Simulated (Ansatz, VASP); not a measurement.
## Two plane-wave programs on Sb

Contents of INCAR:

```
SYSTEM = Sb
PREC = Accurate
ENCUT = 600
EDIFF = 1E-6
ISMEAR = -1
SIGMA = 0.05
LREAL = .False.
LASPH = .True.
NELM = 60
ALGO = Normal
ISIF = 3
LWAVE = .False.
LCHARG = .False.
GGA = RP
IVDW = 12
IBRION = 2
NSW = 60
EDIFFG = -0.01
```

Contents of KPOINTS:

```
Automatic mesh
0
Gamma
  10 10 10
  0 0 0
```

Contents of POSCAR:

```
Sb
1.0
   -1.8713408863      1.8713408863      1.8713408863
    1.8713408863     -1.8713408863      1.8713408863
    1.8713408863      1.8713408863     -1.8713408863
Sb
1
Direct
    0.0000000000      0.0000000000      0.0000000000
```

The input input.yaml:

```yaml
crystal:
  lattice:
    - [-1.8713408863, 1.8713408863, 1.8713408863]
    - [1.8713408863, -1.8713408863, 1.8713408863]
    - [1.8713408863, 1.8713408863, -1.8713408863]
  atoms:
    - { symbol: Sb, position: [0.0, 0.0, 0.0] }
hamiltonian:
  xc: rpbe
  pseudopotentials: { kind: paw }
  dispersion: d3bj
kpoints:
  mp_grid: { grid: [10, 10, 10] }
scf:
  occupations: { method: fermi_dirac, width: 0.05 }
output:
  forces: true
  stress: true
  eigenvalues: true
relax:
  f_tol: 0.01
  max_steps: 40
  cell: { stress_tol: 0.05 }
```

Alike in both runs: task relaxation of cell and atoms; functional RPBE; dispersion D3(BJ); k mesh 10 × 10 × 10; occupations fermi-dirac, width 0.05 eV; no spin polarisation.

```csv
,VASP,Ansatz
version,VASP 6.6.1,Ansatz 0.2.0
potentials or method,"VASP PAW PBE potentials, release 64 (Sb)",Ansatz PAW
plane-wave cutoff (eV),600,420
valence electrons in the cell,5,15
```

|  | VASP | Ansatz | Ansatz less VASP |
| --- | --- | --- | --- |
| gap on the k mesh at the Fermi level, each at its own relaxed structure (eV) | none | none | - |
| relaxed volume (Å³/atom) | 19.78 | 19.80 | +0.015 |
| relaxed cell length with the largest relative difference (Å) | 2.951 | 2.952 | +0.0007 |

VASP's potentials were made for PBE, not for RPBE. A gap of «none» marks a metal or a gap that the smearing closes. VASP's potentials hold 5 valence electrons a cell and Ansatz's 15, so a difference there can come from the potentials and not from the codes.

Spin-orbit coupling is off throughout. Noted on VASP's run: the volume moved by over 15 % at a fixed basis, so the end points are rough. Noted on Ansatz's run: the volume moved by over 15 % at a fixed basis, so the end points are rough; the plane-wave basis is chosen anew once the cell has moved, so the energies of steps on either side of that aren't comparable.
